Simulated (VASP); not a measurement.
Write the native input for VASP 6.6.1 that does the following.

```yaml
Task: single point
Functional: PBE
Dispersion: D3(BJ)
Potentials_or_basis: VASP PAW PBE potentials, release 64 (S, Hf_pv)
Cutoff: 400 eV
k_mesh: 9 × 9 × 1
Occupations: gaussian, width 0.05 eV
Spin: no spin polarisation
Dipole_correction: yes
Further_INCAR_settings: ALGO = Normal; EDIFF = 1e-06; NBANDS = 18; NELMDL = -8
```

The structure of HfS2 lies in POSCAR:

```
HfS2
1.0
    3.6203487713      0.0000000000      0.0000000000
   -1.8101743856      3.1353140065      0.0000000000
    0.0000000000      0.0000000000     20.9099732679
S Hf
2 1
Direct
    0.6666666667      0.3333333333      0.4304166191
    0.3333333333      0.6666666667      0.5695833809
    0.0000000000      0.0000000000      0.5000000145
```

The input as run:

INCAR

```
ALGO = Normal ; DIPOL = 0.5 0.5 0.500
EDIFF = 1E-6 ; ENCUT = 400
GGA = PE ; GGA_COMPAT = False
IDIPOL = 3 ; ISIF = 2
ISMEAR = 0 ; IVDW = 12
LASPH = True ; LCHARG = False
LDIPOL = True ; LREAL = False
LWAVE = False ; NBANDS = 18
NELM = 120 ; NELMDL = -8
PREC = Accurate ; SIGMA = 0.05
```

KPOINTS

```
k-points
0
Gamma
  9 9 1
```

Potentials or basis: VASP PAW PBE potentials, release 64 (S, Hf_pv).

Run with:

```console
$ cat potpaw_PBE.64/S/POTCAR potpaw_PBE.64/Hf_pv/POTCAR > POTCAR
$ mpirun -np 1 vasp_std > vasp.out
```

It gave:

```
Largest force              : 0.070 eV/Å
Band gap on the k mesh     : 1.25 eV (least direct gap 2.08 eV)
Dispersion energy per atom : -0.228 eV
```

Caveat: spin-orbit coupling is left out, which moves the levels of the heavy elements.

Wall time 53 s on 1 thread of Intel(R) Xeon(R) 6975P-C (Granite Rapids) (shared host), peak memory 0.26 GiB.
